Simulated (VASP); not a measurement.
# BiTe (R-3m) in VASP: single point with r2SCAN

Aim: the single point of BiTe with r2SCAN.

All numbers are computed with VASP 6.6.1; they aren't measurements. Logs are shortened: lines on timing, memory, paths and dates and some standing lists are left out, and cuts for length are marked.

## (1) The cell of the first run

The structure is trigonal, space group R-3m (No. 166). Conventional cell: a = 4.843 Å, b = 4.843 Å, c = 10.100 Å, α = 90.00°, β = 90.00°, γ = 120.00°. Bi (site symmetry -3m) has 6 Te at 3.26 Å within 4.3 Å. Within 4.3 Å of Te (site symmetry -3m) lie 6 Bi at 3.26 Å.

## (2) Single point, r2SCAN (volume scaled by 1.03, then relaxed in part)

POSCAR

```
BiTe
1.0
    2.4213693008      1.3979782176      3.3666525892
   -2.4213693008      1.3979782176      3.3666525892
    0.0000000000     -2.7959564353      3.3666525892
Bi Te
1 1
Direct
    0.5000000000      0.5000000000      0.5000000000
    0.0000000000      0.0000000000      0.0000000000
```

INCAR.step1

```
PREC = Accurate
ENCUT = 520
ISMEAR = 0
SIGMA = 0.1
LREAL = F
LASPH = T
NELM = 60
NBANDS = 18
GGA = PE
ALGO = Normal
EDIFF = 1E-4
LWAVE = T
LCHARG = F
```

INCAR.step2

```
PREC = Accurate
ENCUT = 520
EDIFF = 1E-6
ISMEAR = 0
SIGMA = 0.1
LREAL = F
LASPH = T
NELM = 60
ALGO = Normal
ISIF = 2
LWAVE = F
LCHARG = F
METAGGA = R2SCAN
LMIXTAU = T
NBANDS = 18
ISTART = 1
```

KPOINTS

```
Automatic mesh
0
Gamma
  12 12 12
```

Potentials or basis: VASP PAW PBE potentials, release 64 (Bi_d, Te).

Command:

```console
$ cat potpaw_PBE.64/Bi_d/POTCAR potpaw_PBE.64/Te/POTCAR > POTCAR
$ cp INCAR.step1 INCAR
$ mpirun -np 1 vasp_std > vasp.out
$ cp INCAR.step2 INCAR
$ mpirun -np 1 vasp_std > vasp.out
```

OUTCAR:

```text
PREC = Accurate
   ENCUT = 520
   EDIFF = 1E-6
   ISMEAR = 0
   LREAL = F
   LASPH = T
   NELM = 60
   ISIF = 2
   METAGGA = R2SCAN
   ISTART = 1

 ion  position               nearest neighbor table
   1  0.500  0.500  0.500-   2 3.26   2 3.26   2 3.26   2 3.26   2 3.26   2 3.26
   2  0.000  0.000  0.000-   1 3.26   1 3.26   1 3.26   1 3.26   1 3.26   1 3.26

  LATTYP: Found a trigonal (rhomboedric) cell.
 ALAT       =     4.3762680498
 COS(alpha) =     0.3877282390

  Lattice vectors:

 A1 = (   2.4213693008,   1.3979782176,   3.3666525892)
 A2 = (  -2.4213693008,   1.3979782176,   3.3666525892)
 A3 = (   0.0000000000,  -2.7959564353,   3.3666525892)

Analysis of symmetry for initial positions (statically):
=====================================================================
 Subroutine PRICEL returns:
 Original cell was already a primitive cell.

 Routine SETGRP: Setting up the symmetry group for a
 trigonal (rhombohedral) supercell.

 Subroutine GETGRP returns: Found 12 space group operations
 (whereof 12 operations were pure point group operations)
 out of a pool of 12 trial point group operations.

The static configuration has the point symmetry D_3d.

Analysis of symmetry for dynamics (positions and initial velocities):
=====================================================================
 Subroutine PRICEL returns:
 Original cell was already a primitive cell.

 Routine SETGRP: Setting up the symmetry group for a
 trigonal (rhombohedral) supercell.

 Subroutine GETGRP returns: Found 12 space group operations
 (whereof 12 operations were pure point group operations)
 out of a pool of 12 trial point group operations.

The dynamic configuration has the point symmetry D_3d.

 Subroutine INISYM returns: Found 12 space group operations
 (whereof 12 operations are pure point group operations),
 and found     1 'primitive' translations

----------------------------------------------------------------------------------------

                                     Primitive cell

  volume of cell :      68.3771

  direct lattice vectors                    reciprocal lattice vectors
     2.421369301  1.397978218  3.366652589     0.206494730  0.119219788  0.099010315
    -2.421369301  1.397978218  3.366652589    -0.206494730  0.119219788  0.099010315
     0.000000000 -2.795956435  3.366652589     0.000000000 -0.238439576  0.099010315

[... 75 lines left out ...]
   ISTART =      1    job   : 0-new  1-cont  2-samecut
   ICHARG =      0    charge: 1-file 2-atom 10-const
   ISPIN  =      1    spin polarized calculation?
   LNONCOLLINEAR =      F non collinear calculations
   LSORBIT =      F    spin-orbit coupling
   LASPH  =      T    aspherical Exc in radial PAW
   ENCUT  =  520.0 eV  38.22 Ry    6.18 a.u.   8.14  8.14  8.14*2*pi/ulx,y,z
   NELM   =     60;   NELMIN=  2; NELMDL=  0     # of ELM steps
   EDIFF  = 0.1E-05   stopping-criterion for ELM
   LREAL  =      F    real-space projection
   EDIFFG = 0.1E-04   stopping-criterion for IOM
   NSW    =      0    number of steps for IOM
   IBRION =     -1    ionic relax: 0-MD 1-quasi-New 2-CG
   NFREE  =      0    steps in history (QN), initial steepest desc. (CG)
   ISIF   =      2    stress and relaxation
   ISYM   =      2    0-nonsym 1-usesym 2-fastsym
   POTIM  = 0.5000    time-step for ionic-motion
   TEBEG  =    0.0;   TEEND  =   0.0 temperature during run
   PSTRESS=    0.0 pullay stress
   NELECT =      21.0000    total number of electrons
   NUPDOWN=      -1.0000    fix difference up-down
   EMIN   =  10.00;   EMAX   =-10.00  energy-range for DOS
   EFERMI =   0.00;   METHOD = LEGACY
   ISMEAR =     0;   SIGMA  =   0.10  broadening in eV -4-tet -1-fermi 0-gaus
   EFERMI_NEDOS =   21; number of points for ismear=-14 and -15
   IALGO  =     38    algorithm
   IMIX   =      4    mixing-type and parameters
     AMIX     =   0.40;   BMIX     =  1.00
     AMIX_MAG =   1.60;   BMIX_MAG =  1.00
  volume/ion in A,a.u.               =      34.19       230.72
  Fermi-wavevector in a.u.,A,eV,Ry     =   1.104530  2.087259 16.598931  1.219987
  Thomas-Fermi vector in A             =   2.241004
   LORBIT       =      0    0 simple, 1 ext, 2 COOP (PROOUT), +10 PAW based schemes
   METAGGA = R2SCAN    functional components
   LHFCALC =     F    Hartree Fock is set to
   AEXX    =    0.0000 exact exchange contribution
   IVDW    =     0    specifies the selected vdW correction
   LEPSILON=     F    determine dielectric tensor
   LRPA    =     F    only Hartree local field effects (RPA)
 non-spin polarized calculation
 Gauss-broadening in eV      SIGMA  =   0.10
  energy-cutoff  :      520.00
  volume of cell :       68.38
 maximum number of plane-waves:      1860
 NGX is ok and might be reduce to    36
   NGX = 17   NGY = 17   NGZ = 17

 number of electron      21.0000006 magnetization

 Free energy of the ion-electron system (eV)
  ---------------------------------------------------
  ext. energy  EPLUGINS =         0.00000000
  ---------------------------------------------------
  free energy    TOTEN  =       -84.03144440 eV

  energy without entropy =      -84.02414956  energy(sigma->0) =      -84.02779698

 E-fermi :   6.4700     XC(G=0):  -9.9691

 val. band max:        6.4681833424   @ k =  -0.2500   0.1667  -0.0000
 cond. band min:       6.4736183586   @ k =   0.5000   0.3333   0.1667
 fundamental gap:      0.0054350162
 Fermi energy:         6.4700197718

 k-point     1 :       0.0000    0.0000    0.0000
  band No.  band energies     occupation
      1     -17.5231      2.00000
      2     -17.5231      2.00000
      3     -17.5073      2.00000
      4     -17.5073      2.00000
      5     -17.4909      2.00000
      6      -7.5689      2.00000
[... 481 lines left out ...]
      5     -17.4872      2.00000
      6      -5.5769      2.00000
[... 10 lines left out ...]
     17      16.0543      0.00000
     18      16.6623      0.00000

 [... further k-points ...]
[... 5 lines left out ...]
  --------------------------------------------------------------------------------------
  -------------------------------------------------------------------------------------
  Total       -0.5746338     -0.5746338     -0.5569456      0.0000000      0.0000000      0.0000000
  in kB      -13.4645169    -13.4645169    -13.0500562      0.0000000      0.0000000      0.0000000
  external PRESSURE =     -13.3263633 kB  Pullay stress =       0.0000000 kB

 VOLUME and BASIS-vectors are now :
 -----------------------------------------------------------------------------
  energy-cutoff  :      520.00
  volume of cell :       68.38
      direct lattice vectors                 reciprocal lattice vectors
     2.421369301  1.397978218  3.366652589     0.206494730  0.119219788  0.099010315
    -2.421369301  1.397978218  3.366652589    -0.206494730  0.119219788  0.099010315
     0.000000000 -2.795956435  3.366652589     0.000000000 -0.238439576  0.099010315

 POSITION                                       TOTAL-FORCE (eV/Angst)
 -----------------------------------------------------------------------------------
      0.00000     -0.00000      5.04998         0.000000     -0.000000      0.000000
      0.00000      0.00000      0.00000         0.000000      0.000000     -0.000000
 -----------------------------------------------------------------------------------
    total drift:                               -0.000000     -0.000000      0.000000

  FREE ENERGIE OF THE ION-ELECTRON SYSTEM (eV)
  ---------------------------------------------------
  free  energy   TOTEN  =       -84.0314444024 eV

  energy  without entropy=      -84.0241495644  energy(sigma->0) =      -84.02779698
```

OUTCAR.step1:

```text
PREC = Accurate
   ENCUT = 520
   ISMEAR = 0
   LREAL = F
   LASPH = T
[... 726 lines left out ...]
 -----------------------------------------------------------------------------------
      0.00000     -0.00000      5.04998         0.000000      0.000000     -0.000000
      0.00000      0.00000      0.00000         0.000000      0.000000      0.000000
 -----------------------------------------------------------------------------------
    total drift:                               -0.000000     -0.000000      0.000000

  FREE ENERGIE OF THE ION-ELECTRON SYSTEM (eV)
  ---------------------------------------------------
  free  energy   TOTEN  =        -7.1825509072 eV

  energy  without entropy=       -7.1750761223  energy(sigma->0) =       -7.17881351
```

OSZICAR.step1:

```text
N       E                     dE             d eps       ncg     rms          rms(c)
DAV:   1     0.156797317495E+03    0.15680E+03   -0.99668E+03  6812   0.112E+03
DAV:   2     0.484898639126E+01   -0.15195E+03   -0.14813E+03  7308   0.304E+02
DAV:   3    -0.688128492996E+01   -0.11730E+02   -0.11633E+02  8212   0.882E+01
DAV:   4    -0.721073140260E+01   -0.32945E+00   -0.32913E+00  8664   0.158E+01
DAV:   5    -0.722258736143E+01   -0.11856E-01   -0.11855E-01  9100   0.279E+00    0.575E+00
DAV:   6    -0.717844317108E+01    0.44144E-01   -0.14828E-01  9652   0.225E+00    0.356E+00
DAV:   7    -0.718234606403E+01   -0.39029E-02   -0.33101E-02  7890   0.897E-01    0.758E-01
DAV:   8    -0.718241351619E+01   -0.67452E-04   -0.45612E-03  8208   0.455E-01    0.142E-01
DAV:   9    -0.718255041607E+01   -0.13690E-03   -0.49712E-04  7904   0.138E-01    0.543E-02
DAV:  10    -0.718255090718E+01   -0.49111E-06   -0.21277E-05  3984   0.297E-02
   1 F= -.71825509E+01 E0= -.71788135E+01  d E =-.747478E-02
```

It took 5.1 min on 1 thread of Intel Xeon 6975P-C (Granite Rapids), shared host; peak memory 0.38 GiB.

Results:

```yaml
Free_energy: -84.0314 eV
Pressure: -1.3 GPa
```

Caveat: the PAW data sets were made with another functional, which shifts forces and pressure a little; spin-orbit coupling is left out, which moves the levels of the heavy elements.
